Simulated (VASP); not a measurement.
# SnO2 (Imm2) in VASP: a series of runs, part 2 of 2

VASP 6.6.1.

**3. Single point, PBEsol (atom 3 (O) moved by -0.000 Å along [0 1 0] and -0.290 Å along [0 0 1])**

INCAR reads:

```
PREC     = Accurate       # precision mode
ENCUT    = 520            # plane-wave cutoff, eV
EDIFF    = 1E-6           # SCF threshold, eV
ISMEAR   = 0              # smearing method
SIGMA    = 0.05           # smearing width, eV
LREAL    = F              # projectors in reciprocal space
LASPH    = T              # aspherical terms in the spheres
NELM     = 80             # most SCF steps
ALGO     = Normal         # electronic algorithm
ISIF     = 2              # what is computed and relaxed
LWAVE    = F              # write WAVECAR
LCHARG   = F              # write CHGCAR
GGA      = PS             # functional
NBANDS   = 35             # bands
```

KPOINTS reads:

```
Automatic mesh
0
Gamma
  10 10 10
```

POSCAR reads:

```
SnO2
1.0
   -2.0054999738      2.0054999738      5.1227446880
    2.0054999738     -2.0054999738      5.1227446880
    2.0054999738      2.0054999738     -5.1227446880
Sn O
2 4
Direct
    0.7500000000      0.2500000000      0.5000000000
    0.0000000000      0.0000000000      0.0000000000
    0.7687760825      0.7687760825      0.0000000000
    0.9529187786      0.4529187786      0.5000000000
    0.2029187786      0.2029187786      0.0000000000
    0.5470812214      0.0470812214      0.5000000000
```

Potentials or basis: VASP PAW PBE potentials, release 64 (Sn_d, O).

Command:

```console
> cat potpaw_PBE.64/Sn_d/POTCAR potpaw_PBE.64/O/POTCAR > POTCAR
> mpirun -np 1 vasp_std > vasp.out
```

OUTCAR:

```text
PREC = Accurate
   ENCUT = 520
   EDIFF = 1E-6
   ISMEAR = 0
   LREAL = F
   LASPH = T
   NELM = 80
   ISIF = 2
   GGA = PS

 ion  position               nearest neighbor table
   1  0.750  0.250  0.500-   3 2.01   3 2.01   5 2.06   5 2.06   4 2.08   6 2.08   2 3.25   2 3.25
                             2 3.25   2 3.25
   2  0.000  0.000  0.000-   6 2.06   4 2.06   6 2.06   4 2.06   5 2.08   3 2.37   1 3.25   1 3.25
                             1 3.25   1 3.25
   3  0.769  0.769  0.000-   1 2.01   1 2.01   2 2.37
   4  0.953  0.453  0.500-   2 2.06   2 2.06   1 2.08
   5  0.203  0.203  0.000-   1 2.06   1 2.06   2 2.08
   6  0.547  0.047  0.500-   2 2.06   2 2.06   1 2.08

  LATTYP: Found a body centered tetragonal cell.
 ALAT       =     4.0109999476
 C/A-ratio  =     2.5543479207

  Lattice vectors:

 A1 = (  -2.0054999738,   2.0054999738,   5.1227446880)
 A2 = (   2.0054999738,  -2.0054999738,   5.1227446880)
 A3 = (   2.0054999738,   2.0054999738,  -5.1227446880)

Analysis of symmetry for initial positions (statically):
=====================================================================
 Subroutine PRICEL returns:
 Original cell was already a primitive cell.

 Routine SETGRP: Setting up the symmetry group for a
 body centered tetragonal supercell.

 Subroutine GETGRP returns: Found  4 space group operations
 (whereof  4 operations were pure point group operations)
 out of a pool of 16 trial point group operations.

The static configuration has the point symmetry C_2v.

Analysis of symmetry for dynamics (positions and initial velocities):
=====================================================================
 Subroutine PRICEL returns:
 Original cell was already a primitive cell.

 Routine SETGRP: Setting up the symmetry group for a
 body centered tetragonal supercell.

 Subroutine GETGRP returns: Found  4 space group operations
 (whereof  4 operations were pure point group operations)
 out of a pool of 16 trial point group operations.

The dynamic configuration has the point symmetry C_2v.

 Subroutine INISYM returns: Found  4 space group operations
 (whereof  4 operations are pure point group operations),
 and found     1 'primitive' translations

----------------------------------------------------------------------------------------

                                     Primitive cell

  volume of cell :      82.4153

  direct lattice vectors                    reciprocal lattice vectors
    -2.005499974  2.005499974  5.122744688     0.000000000  0.249314389  0.097603927
     2.005499974 -2.005499974  5.122744688     0.249314389  0.000000000  0.097603927
     2.005499974  2.005499974 -5.122744688     0.249314389  0.249314389  0.000000000

  length of vectors
     5.855473800  5.855473800  5.855473800     0.267739035  0.267739035  0.352583790

  position of ions in fractional coordinates (direct lattice)
     0.750000000  0.250000000  0.500000000
     0.000000000  0.000000000  0.000000000
     0.768776082  0.768776082  0.000000000
     0.952918779  0.452918779  0.500000000
     0.202918779  0.202918779  0.000000000
     0.547081221  0.047081221  0.500000000

  ion indices of the primitive-cell ions
   primitive index   ion index
[... 26 lines left out ...]
     0.000000000  0.000000000  0.000000000

 Subroutine IBZKPT returns following result:
 ===========================================

 Found    171 irreducible k-points:

 Following reciprocal coordinates:
            Coordinates               Weight
  0.000000  0.000000  0.000000      1.000000
  0.100000  0.000000  0.000000      4.000000
  0.000000  0.100000  0.000000      4.000000
  0.200000  0.000000  0.000000      4.000000
  0.000000  0.200000  0.000000      4.000000
  0.300000  0.000000  0.000000      4.000000
[... 16 lines left out ...]
 -0.300000  0.100000  0.000000      8.000000
 -0.000000 -0.200000 -0.100000      8.000000
 [... further k-points ...]
   k-points           NKPTS =    171   k-points in BZ     NKDIM =    171   number of bands    NBANDS=     35
   number of dos      NEDOS =    301   number of ions     NIONS =      6
   total plane-waves  NPLWV = 110592
   dimension x,y,z NGX =    48 NGY =   48 NGZ =   48
   dimension x,y,z NGXF=    96 NGYF=   96 NGZF=   96
   ions per type =               2   4
   NGX,Y,Z   is equivalent  to a cutoff of  13.63, 13.63, 13.63 a.u.
   NGXF,Y,Z  is equivalent  to a cutoff of  27.26, 27.26, 27.26 a.u.
 SYSTEM =  unknown system
   PREC   = accura    normal or accurate (medium, high low for compatibility)
   ISTART =      0    job   : 0-new  1-cont  2-samecut
   ICHARG =      2    charge: 1-file 2-atom 10-const
   ISPIN  =      1    spin polarized calculation?
   LNONCOLLINEAR =      F non collinear calculations
   LSORBIT =      F    spin-orbit coupling
   LASPH  =      T    aspherical Exc in radial PAW
   ENCUT  =  520.0 eV  38.22 Ry    6.18 a.u.  10.89 10.89 10.89*2*pi/ulx,y,z
   NELM   =     80;   NELMIN=  2; NELMDL= -5     # of ELM steps
   EDIFF  = 0.1E-05   stopping-criterion for ELM
   LREAL  =      F    real-space projection
   EDIFFG = 0.1E-04   stopping-criterion for IOM
   NSW    =      0    number of steps for IOM
   IBRION =     -1    ionic relax: 0-MD 1-quasi-New 2-CG
   NFREE  =      0    steps in history (QN), initial steepest desc. (CG)
   ISIF   =      2    stress and relaxation
   ISYM   =      2    0-nonsym 1-usesym 2-fastsym
   POTIM  = 0.5000    time-step for ionic-motion
   TEBEG  =    0.0;   TEEND  =   0.0 temperature during run
   PSTRESS=    0.0 pullay stress
   NELECT =      52.0000    total number of electrons
   NUPDOWN=      -1.0000    fix difference up-down
   EMIN   =  10.00;   EMAX   =-10.00  energy-range for DOS
   EFERMI =   0.00;   METHOD = LEGACY
   ISMEAR =     0;   SIGMA  =   0.05  broadening in eV -4-tet -1-fermi 0-gaus
   EFERMI_NEDOS =   21; number of points for ismear=-14 and -15
   IALGO  =     38    algorithm
   IMIX   =      4    mixing-type and parameters
     AMIX     =   0.40;   BMIX     =  1.00
     AMIX_MAG =   1.60;   BMIX_MAG =  1.00
  volume/ion in A,a.u.               =      13.74        92.69
  Fermi-wavevector in a.u.,A,eV,Ry     =   1.404128  2.653417 26.824901  1.971575
  Thomas-Fermi vector in A             =   2.526720
   LORBIT       =      0    0 simple, 1 ext, 2 COOP (PROOUT), +10 PAW based schemes
   GGA     = PS    functional components
   LHFCALC =     F    Hartree Fock is set to
   AEXX    =    0.0000 exact exchange contribution
   IVDW    =     0    specifies the selected vdW correction
   LEPSILON=     F    determine dielectric tensor
   LRPA    =     F    only Hartree local field effects (RPA)
 non-spin polarized calculation
 Gauss-broadening in eV      SIGMA  =   0.05
  energy-cutoff  :      520.00
  volume of cell :       82.42
 maximum number of plane-waves:      2260
 NGX is ok and might be reduce to    48
   NGX = 21   NGY = 21   NGZ = 21

 number of electron      52.0000004 magnetization

 Free energy of the ion-electron system (eV)
  ---------------------------------------------------
  ext. energy  EPLUGINS =         0.00000000
  ---------------------------------------------------
  free energy    TOTEN  =       -38.82218282 eV

  energy without entropy =      -38.82218282  energy(sigma->0) =      -38.82218282

 E-fermi :   4.5274     XC(G=0): -10.5591

 val. band max:        4.2759354777   @ k =   0.3000   0.3000   0.2000
 cond. band min:       5.1517415822   @ k =   0.0000   0.0000   0.0000
 fundamental gap:      0.8758061045
 Fermi energy:         4.5274213659

 k-point     1 :       0.0000    0.0000    0.0000
  band No.  band energies     occupation
      1     -16.6604      2.00000
      2     -16.5159      2.00000
      3     -16.3211      2.00000
      4     -15.8958      2.00000
      5     -15.8862      2.00000
      6     -15.7765      2.00000
[... 901 lines left out ...]
     34      14.9912      0.00000
     35      15.5860      0.00000

 [... further k-points ...]
[... 5 lines left out ...]
  --------------------------------------------------------------------------------------
  -------------------------------------------------------------------------------------
  Total        0.8042763     -0.0544806     -2.1242458      0.0000000      0.0000000      0.0000000
  in kB       15.6353571     -1.0591177    -41.2959375      0.0000000      0.0000000      0.0000000
  external PRESSURE =      -8.9065660 kB  Pullay stress =       0.0000000 kB

 VOLUME and BASIS-vectors are now :
 -----------------------------------------------------------------------------
  energy-cutoff  :      520.00
  volume of cell :       82.42
      direct lattice vectors                 reciprocal lattice vectors
    -2.005499974  2.005499974  5.122744688     0.000000000  0.249314389  0.097603927
     2.005499974 -2.005499974  5.122744688     0.249314389  0.000000000  0.097603927
     2.005499974  2.005499974 -5.122744688     0.249314389  0.249314389  0.000000000

 POSITION                                       TOTAL-FORCE (eV/Angst)
 -----------------------------------------------------------------------------------
      0.00000      2.00550      2.56137         0.000000     -0.000000     -0.545436
      0.00000      0.00000      0.00000         0.000000     -0.000000     -0.255173
      0.00000      0.00000      7.87649        -0.000000      0.000000      2.244234
      0.00000      2.00550      4.64037         0.000000     -0.000000     -0.560556
      0.00000      0.00000      2.07900         0.000000     -0.000000     -0.125484
      0.00000      2.00550      0.48237         0.000000     -0.000000     -0.757586
 -----------------------------------------------------------------------------------
    total drift:                                0.000001      0.000001      0.000005

  FREE ENERGIE OF THE ION-ELECTRON SYSTEM (eV)
  ---------------------------------------------------
  free  energy   TOTEN  =       -38.8221828184 eV

  energy  without entropy=      -38.8221828184  energy(sigma->0) =      -38.82218282
```

Wall time 11 min (1 thread of AMD EPYC 9R45 (Zen 5), shared host); peak memory 0.55 GiB.

Results:

```yaml
Free_energy: -38.8222 eV
Pressure: -0.9 GPa
Largest_force: 2.244 eV/Å
Band_gap_on_the_k_mesh: 0.88 eV (least direct gap 1.48 eV)
```

Forces in eV/Å, atoms in the order of the input:
```
Sn   0.000  0.000 -0.545
Sn   0.000  0.000 -0.255
O    0.000  0.000  2.244
O    0.000  0.000 -0.561
O    0.000  0.000 -0.125
O    0.000  0.000 -0.758
```

Caveat: the cell differs from its parent crystal (atom 3 (O) moved by -0.000 Å along [0 1 0] and -0.290 Å along [0 0 1]); the stress differs along the axes, from -4 to 2 GPa; the PAW data sets were made with another functional, which shifts forces and pressure a little; spin-orbit coupling is left out, which moves the levels of the heavy elements.

**4. Single point, PBEsol (atom 3 (O) moved by -0.000 Å along [0 1 0] and +0.580 Å along [0 0 1])**

INCAR reads:

```
PREC = Accurate ; ENCUT = 520
EDIFF = 1E-6 ; ISMEAR = 0
SIGMA = 0.05 ; LREAL = F
LASPH = T ; NELM = 60
ALGO = Normal ; ISIF = 2
LWAVE = F ; LCHARG = F
GGA = PS ; NBANDS = 35
```

KPOINTS reads:

```
regular mesh
0
Gamma
  10 10 10
```

Edit POSCAR of step 3 so:

```diff
@@ -10,3 +10,3 @@
     0.0000000000      0.0000000000      0.0000000000
-    0.7687760825      0.7687760825      0.0000000000
+    0.8536914992      0.8536914992      0.0000000000
     0.9529187786      0.4529187786      0.5000000000
```

Command:

```console
> cat potpaw_PBE.64/Sn_d/POTCAR potpaw_PBE.64/O/POTCAR > POTCAR
> mpirun -np 1 vasp_std > vasp.out
```

It took 11 min on 1 thread of AMD EPYC 9R45 (Zen 5), shared host; peak memory 0.55 GiB.

The run converged. Its results:

```yaml
Free_energy: -32.8734 eV
Pressure: 31.9 GPa
Largest_force: 32.648 eV/Å
Band_gap_on_the_k_mesh: 0.98 eV (least direct gap 1.38 eV)
```

Forces on the atoms (eV/Å):
```
Sn    0.000   0.000   1.987
Sn    0.000   0.000  27.168
O     0.000   0.000 -32.648
O     0.000   0.000   1.294
O     0.000   0.000   0.579
O     0.000   0.000   1.621
```

Stress tensor (GPa, compression positive):
```
10.50  0.00  0.00
 0.00  5.25  0.00
 0.00  0.00 80.01
```

Levels at points of the mesh, in eV from the valence-band top:
```csv
k point,band 23,band 24,band 25,band 26,band 27,band 28,band 29,band 30
"(0.00, 0.00, 0.00)",-1.55,-1.23,-0.43,-0.40,0.98,5.87,7.95,8.24
"(0.50, 0.00, 0.00)",-1.36,-0.98,-0.93,-0.67,4.00,6.26,6.88,7.30
"(0.00, 0.50, 0.00)",-1.64,-0.76,-0.72,-0.50,2.68,5.69,6.14,8.55
"(0.50, 0.50, 0.00)",-1.22,-0.92,-0.70,-0.35,4.52,5.30,7.08,8.07
"(0.50, 0.50, 0.50)",-1.85,-1.55,-0.59,-0.40,2.88,5.28,6.69,7.66
```

Caveat: the cell differs from its parent crystal (atom 3 (O) moved by -0.000 Å along [0 1 0] and +0.580 Å along [0 0 1]); the stress differs along the axes, from 5 to 80 GPa; the PAW data sets were made with another functional, which shifts forces and pressure a little; spin-orbit coupling is left out, which moves the levels of the heavy elements. A k mesh can miss the band edges.

**5. The runs side by side**

| cell | gap on the mesh (eV) | pressure (GPa) | largest force (eV/Å) |
| --- | --- | --- | --- |
| as given, atomic positions A | 0.20 | -0.8 | 2.59 |
| as given, atomic positions B | 0.88 | -0.9 | 2.24 |
| as given, atomic positions C | 0.98 | 31.9 | 32.65 |

Alike in all rows: task single point; level PBEsol; potentials or basis VASP PAW PBE potentials, release 64 (Sn_d, O); no spin polarisation; k mesh 10 × 10 × 10; cutoff (eV) 520; smearing gaussian 0.05 eV.

Caveats: the PAW data sets were made with another functional, which shifts forces and pressure a little; spin-orbit coupling is left out, which moves the levels of the heavy elements; the stress differs along the axes, from -4 to 2 GPa (at least some runs); semilocal functionals underestimate gaps, and a narrow one can read as zero (at least some runs); the stress differs along the axes, from 5 to 80 GPa (at least some runs).

Absolute energies hang on the potentials; compare differences alone.
